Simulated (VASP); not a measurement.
Set up this calculation in VASP 6.6.1, as the native input.

* Task: single point
* Functional: HSE06
* Potentials or basis: VASP PAW PBE potentials, release 64 (Al, N)
* Cutoff: 520 eV
* k mesh: 8 × 8 × 8
* Occupations: gaussian, width 0.01 eV
* Spin: no spin polarisation
* Dipole correction: no
* Grid for exact exchange (PRECFOCK): Normal
* Further INCAR settings: ALGO = Normal; EDIFF = 1e-06; NBANDS = 11
* Share of exact exchange: 0.25
* Screening parameter: 0.2079 1/Å

The system is AlN.

```
CELL_PARAMETERS angstrom
0.00000 2.16303 2.16303
2.16303 0.00000 2.16303
2.16303 2.16303 0.00000
ATOMIC_POSITIONS crystal
Al 0.00000 0.00000 0.00000
N 0.25000 0.25000 0.25000
```

This cell differs from its parent crystal: strain -1.0%.

The input as run:

POSCAR

```
AlN
1.0
    0.0000000000      2.1630276483      2.1630276483
    2.1630276483      0.0000000000      2.1630276483
    2.1630276483      2.1630276483      0.0000000000
Al N
1 1
Direct
    0.0000000000      0.0000000000      0.0000000000
    0.2500000000      0.2500000000      0.2500000000
```

INCAR.step1

```
  PREC = Accurate
  ENCUT = 520
  EDIFF = 1E-5
  ISMEAR = 0
  SIGMA = 0.01
  LREAL = F
  LASPH = T
  NELM = 60
  ALGO = Normal
  ISIF = 2
  LWAVE = T
  LCHARG = F
  GGA = PE
  NBANDS = 11
```

INCAR.step2

```
  PREC = Accurate
  ENCUT = 520
  EDIFF = 1E-6
  ISMEAR = 0
  SIGMA = 0.01
  LREAL = F
  LASPH = T
  NELM = 60
  ALGO = Normal
  ISIF = 2
  LWAVE = F
  LCHARG = F
  GGA = PE
  LHFCALC = T
  HFSCREEN = 0.2079
  PRECFOCK = Normal
  ISTART = 1
  NBANDS = 11
```

KPOINTS

```
Automatic mesh
0
Gamma
  8 8 8
```

Potentials or basis: VASP PAW PBE potentials, release 64 (Al, N).

Command:

```console
$ cat potpaw_PBE.64/Al/POTCAR potpaw_PBE.64/N/POTCAR > POTCAR
$ cp INCAR.step1 INCAR
$ mpirun -np 1 vasp_std > vasp.out
$ cp INCAR.step2 INCAR
$ mpirun -np 1 vasp_std > vasp.out
```

It gave:

```yaml
Pressure: 5.9 GPa
Band_gap_on_the_k_mesh: 4.58 eV (least direct gap 5.84 eV)
```

Caveat: the cell differs from its parent crystal (strain -1.0%); the cell stands under pressure; the structure was generated, so it needn't be the stable form of AlN; the PAW data sets were made with another functional, which shifts forces and pressure a little.

It took 49 min on 1 thread of Intel Xeon 8259CL (shared host), peak memory 0.26 GiB.
